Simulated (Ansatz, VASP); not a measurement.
**CdS in VASP and in Ansatz**

```xyz
4
Lattice="4.1500 0.0000 0.0000 -2.0750 3.5940 0.0000 0.0000 0.0000 6.7370" Properties=species:S:1:pos:R:3 pbc="T T T"
Cd    2.0750    1.1980    3.3685
Cd    0.0000    2.3960    0.0000
S     2.0750    1.1980    5.8949
S     0.0000    2.3960    2.5264
```

Alike in both runs: task relaxation of cell and atoms; functional PBEsol; dispersion D4; k mesh 7 × 7 × 4; occupations fermi-dirac, width 0.05 eV; no spin polarisation.

|  | VASP | Ansatz |
| --- | --- | --- |
| version | VASP 6.6.1 | Ansatz 0.2.0 |
| potentials or method | VASP PAW PBE potentials, release 64 (Cd, S) | Ansatz PAW |
| plane-wave cutoff (eV) | 600 | 420 |
| valence electrons in the cell | 36 | 52 |

Ansatz gave:

| Item | Value |
| --- | --- |
| gap on the k mesh at the Fermi level, each at its own relaxed structure (eV) | 1.13 |
| relaxed volume (Å³/atom) | 24.24 |
| relaxed cell length with the largest relative difference (Å) | 6.671 |

Estimate VASP's values.

gap on the k mesh at the Fermi level, each at its own relaxed structure (eV): 1.12; relaxed volume (Å³/atom): 24.39; relaxed cell length with the largest relative difference (Å): 6.689.

VASP's potentials were made for PBE, not for PBEsol. VASP's potentials hold 36 valence electrons a cell and Ansatz's 52, so a difference there can come from the potentials and not from the codes.

Noted on Ansatz's run: odd divisions of the mesh miss points on the zone boundary, where band edges often lie, so the gap on the mesh can be too wide; the plane-wave basis is chosen anew once the cell has moved, so the energies of steps on either side of that aren't comparable.
